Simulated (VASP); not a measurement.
# Li (Cmmm) in VASP: a series of runs

Li is run at these levels: PBE; tasks: single point, relaxation of cell and atoms.

All numbers are computed with VASP 6.6.1; they aren't measurements. Logs are shortened: lines on timing, memory, paths and dates and some standing lists are left out, and cuts for length are marked.

## (1) The cell of the first run

It takes space group Cmmm (No. 65, orthorhombic). Conventional cell: a = 2.941 Å, b = 5.080 Å, c = 2.713 Å, α = 90.00°, β = 90.00°, γ = 90.00°. Within 3.6 Å of Li (site symmetry mmm) lie 8 Li at 2.71 to 2.94 Å.

## (2) Single point, PBE

The input, INCAR:

```
PREC     = Accurate       # precision mode
ENCUT    = 520            # plane-wave cutoff, eV
EDIFF    = 1E-7           # SCF threshold, eV
ISMEAR   = 0              # smearing method
SIGMA    = 0.1            # smearing width, eV
LREAL    = F              # projectors in reciprocal space
LASPH    = T              # aspherical terms in the spheres
NELM     = 80             # most SCF steps
ALGO     = Fast           # electronic algorithm
ISIF     = 2              # what is computed and relaxed
LWAVE    = F              # write WAVECAR
LCHARG   = T              # write CHGCAR
GGA      = PE             # functional
LELF     = T              # ELF
LVHAR    = T            
NBANDS   = 14             # bands
```

The input, KPOINTS:

```
Automatic mesh
0
Gamma
  8 16 10
```

The input, POSCAR:

```
Li
1.0
    5.8819918039      0.0000000000      0.0000000000
    0.0000000000      2.7125390969      0.0000000000
    0.0000000000      0.0000000000      5.0803528592
Li
4
Direct
    0.5000000000      0.0000000000      0.0000000000
    0.0000000000      0.0000000000      0.0000000000
    0.7500000000      0.0000000000      0.4999922363
    0.2500000000      0.0000000000      0.5000077637
```

Potentials or basis: VASP PAW PBE potentials, release 64 (Li_sv).

The run is started by

```sh
$ cat potpaw_PBE.64/Li_sv/POTCAR > POTCAR
$ mpirun -np 1 vasp_std > vasp.out
```

OUTCAR:

```text
PREC = Accurate
   ENCUT = 520
   EDIFF = 1E-7
   ISMEAR = 0
   LREAL = F
   LASPH = T
   NELM = 80
   ISIF = 2
   GGA = PE

 ion  position               nearest neighbor table
   1  0.500  0.000  0.000-
   2  0.000  0.000  0.000-
   3  0.750  0.000  0.500-
   4  0.250  0.000  0.500-

  LATTYP: Found a simple orthorhombic cell.
 ALAT       =     2.7125390969
 B/A-ratio  =     1.8729141508
 C/A-ratio  =     2.1684449860

  Lattice vectors:

 A1 = (   0.0000000000,   2.7125390969,   0.0000000000)
 A2 = (   0.0000000000,   0.0000000000,   5.0803528592)
 A3 = (   5.8819918039,   0.0000000000,   0.0000000000)

Analysis of symmetry for initial positions (statically):
=====================================================================
 Subroutine PRICEL returns:
 Original cell was already a primitive cell.

 Routine SETGRP: Setting up the symmetry group for a
 simple orthorhombic supercell.

 Subroutine GETGRP returns: Found  8 space group operations
 (whereof  4 operations were pure point group operations)
 out of a pool of  8 trial point group operations.

The static configuration has the point symmetry C_2h.
 The point group associated with its full space group is D_2h.

Analysis of symmetry for dynamics (positions and initial velocities):
=====================================================================
 Subroutine PRICEL returns:
 Original cell was already a primitive cell.

 Routine SETGRP: Setting up the symmetry group for a
 simple orthorhombic supercell.

 Subroutine GETGRP returns: Found  8 space group operations
 (whereof  4 operations were pure point group operations)
 out of a pool of  8 trial point group operations.

The dynamic configuration has the point symmetry C_2h.
 The point group associated with its full space group is D_2h.

 Subroutine INISYM returns: Found  8 space group operations
 (whereof  4 operations are pure point group operations),
 and found     1 'primitive' translations

----------------------------------------------------------------------------------------

                                     Primitive cell

  volume of cell :      81.0577

  direct lattice vectors                    reciprocal lattice vectors
     5.881991804  0.000000000  0.000000000     0.170010438  0.000000000  0.000000000
     0.000000000  2.712539097  0.000000000     0.000000000  0.368658281  0.000000000
     0.000000000  0.000000000  5.080352859     0.000000000  0.000000000  0.196836721

  length of vectors
     5.881991804  2.712539097  5.080352859     0.170010438  0.368658281  0.196836721

  position of ions in fractional coordinates (direct lattice)
     0.500000000  0.000000000  0.000000000
     0.000000000  0.000000000  0.000000000
     0.750000000  0.000000000  0.499992236
     0.250000000  0.000000000  0.500007764

  ion indices of the primitive-cell ions
   primitive index   ion index
                 1           1
                 2           2
                 3           3
                 4           4

----------------------------------------------------------------------------------------

 KPOINTS: Automatic mesh

Automatic generation of k-mesh.
 Grid dimensions read from file:
 generate k-points for:    8   16   10

 Generating k-lattice:

  Cartesian coordinates                     Fractional coordinates (reciprocal lattice)
     0.021251305  0.000000000  0.000000000     0.125000000  0.000000000  0.000000000
     0.000000000  0.023041143  0.000000000     0.000000000  0.062500000  0.000000000
     0.000000000  0.000000000  0.019683672     0.000000000  0.000000000  0.100000000

  Length of vectors
     0.021251305  0.023041143  0.019683672

  Shift w.r.t. Gamma in fractional coordinates (k-lattice)
     0.000000000  0.000000000  0.000000000

 Subroutine IBZKPT returns following result:
 ===========================================

 Found    270 irreducible k-points:

 Following reciprocal coordinates:
            Coordinates               Weight
  0.000000  0.000000  0.000000      1.000000
  0.125000  0.000000  0.000000      2.000000
  0.250000  0.000000  0.000000      2.000000
  0.375000  0.000000  0.000000      2.000000
  0.500000  0.000000  0.000000      1.000000
  0.000000  0.062500  0.000000      2.000000
[... 16 lines left out ...]
  0.250000  0.250000  0.000000      4.000000
  0.375000  0.250000  0.000000      4.000000
 [... further k-points ...]
   k-points           NKPTS =    270   k-points in BZ     NKDIM =    270   number of bands    NBANDS=     14
   number of dos      NEDOS =    301   number of ions     NIONS =      4
   total plane-waves  NPLWV =  38400
   dimension x,y,z NGX =    48 NGY =   20 NGZ =   40
   dimension x,y,z NGXF=    96 NGYF=   40 NGZF=   80
   ions per type =               4
   NGX,Y,Z   is equivalent  to a cutoff of  13.57, 12.26, 13.09 a.u.
   NGXF,Y,Z  is equivalent  to a cutoff of  27.13, 24.52, 26.18 a.u.
 SYSTEM =  unknown system
   PREC   = accura    normal or accurate (medium, high low for compatibility)
   ISTART =      0    job   : 0-new  1-cont  2-samecut
   ICHARG =      2    charge: 1-file 2-atom 10-const
   ISPIN  =      1    spin polarized calculation?
   LNONCOLLINEAR =      F non collinear calculations
   LSORBIT =      F    spin-orbit coupling
   LASPH  =      T    aspherical Exc in radial PAW
   ENCUT  =  520.0 eV  38.22 Ry    6.18 a.u.  10.94  5.04  9.45*2*pi/ulx,y,z
   NELM   =     80;   NELMIN=  2; NELMDL= -5     # of ELM steps
   EDIFF  = 0.1E-06   stopping-criterion for ELM
   LREAL  =      F    real-space projection
   EDIFFG = 0.1E-05   stopping-criterion for IOM
   NSW    =      0    number of steps for IOM
   IBRION =     -1    ionic relax: 0-MD 1-quasi-New 2-CG
   NFREE  =      0    steps in history (QN), initial steepest desc. (CG)
   ISIF   =      2    stress and relaxation
   ISYM   =      2    0-nonsym 1-usesym 2-fastsym
   POTIM  = 0.5000    time-step for ionic-motion
   TEBEG  =    0.0;   TEEND  =   0.0 temperature during run
   PSTRESS=    0.0 pullay stress
   NELECT =      12.0000    total number of electrons
   NUPDOWN=      -1.0000    fix difference up-down
   EMIN   =  10.00;   EMAX   =-10.00  energy-range for DOS
   EFERMI =   0.00;   METHOD = LEGACY
   ISMEAR =     0;   SIGMA  =   0.10  broadening in eV -4-tet -1-fermi 0-gaus
   EFERMI_NEDOS =   21; number of points for ismear=-14 and -15
   IALGO  =     68    algorithm
   IMIX   =      4    mixing-type and parameters
     AMIX     =   0.40;   BMIX     =  1.00
     AMIX_MAG =   1.60;   BMIX_MAG =  1.00
  volume/ion in A,a.u.               =      20.26       136.75
  Fermi-wavevector in a.u.,A,eV,Ry     =   0.866038  1.636575 10.204676  0.750023
  Thomas-Fermi vector in A             =   1.984369
   LORBIT       =      0    0 simple, 1 ext, 2 COOP (PROOUT), +10 PAW based schemes
   GGA     = PE    functional components
   LHFCALC =     F    Hartree Fock is set to
   AEXX    =    0.0000 exact exchange contribution
   IVDW    =     0    specifies the selected vdW correction
   LEPSILON=     F    determine dielectric tensor
   LRPA    =     F    only Hartree local field effects (RPA)
 non-spin polarized calculation
 RMM-DIIS sequential band-by-band and
 Gauss-broadening in eV      SIGMA  =   0.10
  energy-cutoff  :      520.00
  volume of cell :       81.06
 maximum number of plane-waves:      2206
 NGX is ok and might be reduce to    48
   NGX = 21   NGY = 11   NGZ = 19

 number of electron      12.0000028 magnetization

 Free energy of the ion-electron system (eV)
  ---------------------------------------------------
  ext. energy  EPLUGINS =         0.00000000
  ---------------------------------------------------
  free energy    TOTEN  =        -7.36350246 eV

  energy without entropy =       -7.35328689  energy(sigma->0) =       -7.35839467

 E-fermi :   0.5704     XC(G=0):  -7.0435

 val. band max:        0.5602629774   @ k =   0.2500   0.2500   0.4000
 cond. band min:       0.5748429109   @ k =   0.0000   0.1250   0.2000
 fundamental gap:      0.0145799335
 Fermi energy:         0.5704308851

 k-point     1 :       0.0000    0.0000    0.0000
  band No.  band energies     occupation
      1     -46.0599      2.00000
      2     -46.0403      2.00000
      3     -46.0403      2.00000
      4     -46.0401      2.00000
      5      -2.9151      2.00000
      6       0.2291      2.00000
      7       0.2291      2.00000
      8       0.4314      1.95080
      9       3.3984      0.00000
     10       4.6984      0.00000
     11       4.6984      0.00000
     12       7.0422      0.00000
     13       7.0422      0.00000
     14      10.1551      0.00000

 k-point     2 :       0.1250    0.0000    0.0000
  band No.  band energies     occupation
      1     -46.0593      2.00000
      2     -46.0426      2.00000
      3     -46.0399      2.00000
      4     -46.0388      2.00000
      5      -2.8652      2.00000
      6      -0.4895      2.00000
      7       0.4984      1.69191
      8       1.0119      0.00000
      9       3.4022      0.00000
     10       3.7032      0.00000
     11       5.8207      0.00000
     12       6.5518      0.00000
     13       7.6681      0.00000
     14       9.5402      0.00000

 k-point     3 :       0.2500    0.0000    0.0000
  band No.  band energies     occupation
      1     -46.0577      2.00000
      2     -46.0455      2.00000
      3     -46.0394      2.00000
      4     -46.0380      2.00000
      5      -2.7152      2.00000
      6      -1.1250      2.00000
      7       0.6993      0.06831
      8       1.8167      0.00000
      9       2.8378      0.00000
     10       3.3972      0.00000
     11       6.2353      0.00000
     12       7.0655      0.00000
     13       8.3929      0.00000
     14       8.4131      0.00000
[... 324 lines left out ...]
 k-point    23 :       0.2500    0.2500    0.0000
  band No.  band energies     occupation
      1     -46.0465      2.00000
      2     -46.0348      2.00000
      3     -46.0290      2.00000
      4     -46.0276      2.00000
      5      -1.7653      2.00000
      6      -0.0914      2.00000
      7       1.9189      0.00000
      8       3.0143      0.00000
      9       4.0481      0.00000
     10       4.0535      0.00000
     11       6.0548      0.00000
     12       6.8109      0.00000
     13       7.1297      0.00000
     14       8.2668      0.00000

 k-point    24 :       0.3750    0.2500    0.0000
  band No.  band energies     occupation
      1     -46.0441      2.00000
      2     -46.0379      2.00000
      3     -46.0284      2.00000
      4     -46.0275      2.00000
      5      -1.5013      2.00000
      6      -0.6623      2.00000
      7       2.2531      0.00000
      8       3.3211      0.00000
      9       3.7619      0.00000
     10       4.1440      0.00000
     11       5.9977      0.00000
     12       6.9326      0.00000
     13       7.1495      0.00000
     14       7.4248      0.00000

 [... further k-points ...]
[... 5 lines left out ...]
  --------------------------------------------------------------------------------------
  -------------------------------------------------------------------------------------
  Total       -0.0487793     -0.0440540     -0.0253524      0.0000000      0.0000000      0.0000000
  in kB       -0.9641658     -0.8707671     -0.5011123      0.0000000      0.0000000      0.0000000
  external PRESSURE =      -0.7786817 kB  Pullay stress =       0.0000000 kB

 VOLUME and BASIS-vectors are now :
 -----------------------------------------------------------------------------
  energy-cutoff  :      520.00
  volume of cell :       81.06
      direct lattice vectors                 reciprocal lattice vectors
     5.881991804  0.000000000  0.000000000     0.170010438  0.000000000  0.000000000
     0.000000000  2.712539097  0.000000000     0.000000000  0.368658281  0.000000000
     0.000000000  0.000000000  5.080352859     0.000000000  0.000000000  0.196836721

 POSITION                                       TOTAL-FORCE (eV/Angst)
 -----------------------------------------------------------------------------------
      2.94100      0.00000      0.00000        -0.000000      0.000000      0.000000
      0.00000      0.00000      0.00000        -0.000000      0.000000      0.000000
      4.41149      0.00000      2.54014        -0.000000      0.000000      0.000066
      1.47050      0.00000      2.54022         0.000000     -0.000000     -0.000066
 -----------------------------------------------------------------------------------
    total drift:                                0.000000     -0.000000      0.000000

  FREE ENERGIE OF THE ION-ELECTRON SYSTEM (eV)
  ---------------------------------------------------
  free  energy   TOTEN  =        -7.3635024622 eV

  energy  without entropy=       -7.3532868865  energy(sigma->0) =       -7.35839467
```

Wall time 6.9 min (1 thread of Oxide Virtual Turin-like, shared host); peak memory 0.3 GiB.

Results:

```
Free energy            : -7.3635 eV
Band gap on the k mesh : zero (band 6 reaches 3.10 eV, above the bottom of band 7 at -1.06 eV)
```

Levels at points of the mesh, in eV from the Fermi level:
```csv
k point,band 2,band 3,band 4,band 5,band 6,band 7,band 8,band 9,band 10,band 11
"(0.00, 0.00, 0.00)",-46.61,-46.61,-46.61,-3.49,-0.34,-0.34,-0.14,2.83,4.13,4.13
"(0.50, 0.00, 0.00)",-46.62,-46.61,-46.61,-2.69,-2.69,0.93,0.93,2.51,2.51,5.95
"(0.00, 0.50, 0.00)",-46.59,-46.59,-46.59,-0.62,2.09,3.44,3.44,3.77,4.02,4.02
"(0.50, 0.50, 0.00)",-46.60,-46.59,-46.59,0.43,0.43,2.55,2.55,4.83,4.83,4.89
"(0.00, 0.00, 0.50)",-46.62,-46.61,-46.61,-2.42,-2.42,-0.15,-0.15,2.80,2.80,7.59
"(0.50, 0.00, 0.50)",-46.62,-46.62,-46.62,-1.63,-1.63,-1.63,-1.63,5.95,5.95,5.95
"(0.00, 0.50, 0.50)",-46.60,-46.59,-46.59,0.79,0.79,2.70,2.70,3.76,3.76,4.05
"(0.50, 0.50, 0.50)",-46.59,-46.59,-46.59,1.81,1.81,1.82,1.82,3.16,3.16,3.16
```

Caveat: the cutoff is under 1.25 times the usual one of these potentials, so pressure, stress and relaxed cells hold a basis-set (Pulay) error.

## (3) Single point, PBE

The input, INCAR:

```
PREC = Accurate
ENCUT = 520
EDIFF = 1E-6
ISMEAR = 0
SIGMA = 0.1
LREAL = False
LASPH = True
NELM = 60
ALGO = Fast
ISIF = 2
LWAVE = False
LCHARG = False
GGA = PE
NBANDS = 14
```

The input, KPOINTS:

```
Automatic mesh
0
Gamma
  10 18 8
```

The input, POSCAR:

```
Li
1.0
    5.8826215437      0.0000000000      0.0000000000
    0.0000000000      2.7142656747      0.0000000000
    0.0000000000      0.0000000000      5.0746652882
Li
4
Direct
    0.5000000000      0.0000000000      0.0000000000
    0.0000000000      0.0000000000      0.0000000000
    0.7500000000      0.0000000000      0.5000114957
    0.2500000000      0.0000000000      0.4999885043
```

Potentials or basis: VASP PAW PBE potentials, release 64 (Li_sv).

The run is started by

```sh
$ cat potpaw_PBE.64/Li_sv/POTCAR > POTCAR
$ mpirun -np 1 vasp_std > vasp.out
```

Run time: 4.5 min. Hardware: 1 thread of Oxide Virtual Turin-like, shared host; peak memory 0.32 GiB.

The run converged. Its results:

* Free energy: -7.3630 eV
* Band gap on the k mesh: zero (band 6 reaches 3.02 eV, above the bottom of band 7 at -1.06 eV)

Levels at points of the mesh, in eV from the Fermi level:
```csv
k point,band 4,band 5,band 6,band 7,band 8,band 9
"(0.00, 0.00, 0.00)",-46.61,-3.49,-0.35,-0.35,-0.14,2.84
"(0.50, 0.00, 0.00)",-46.61,-2.69,-2.69,0.93,0.93,2.51
"(0.00, 0.50, 0.00)",-46.59,-0.63,2.08,3.43,3.43,3.77
"(0.50, 0.50, 0.00)",-46.59,0.42,0.42,2.54,2.54,4.82
"(0.00, 0.00, 0.50)",-46.61,-2.42,-2.42,-0.16,-0.16,2.80
"(0.50, 0.00, 0.50)",-46.62,-1.63,-1.63,-1.63,-1.63,5.95
"(0.00, 0.50, 0.50)",-46.59,0.78,0.78,2.69,2.69,3.75
"(0.50, 0.50, 0.50)",-46.60,1.81,1.81,1.81,1.81,3.15
```

Caveat: the cutoff is under 1.25 times the usual one of these potentials, so pressure, stress and relaxed cells hold a basis-set (Pulay) error.

(Continued in part 2 of 2.)
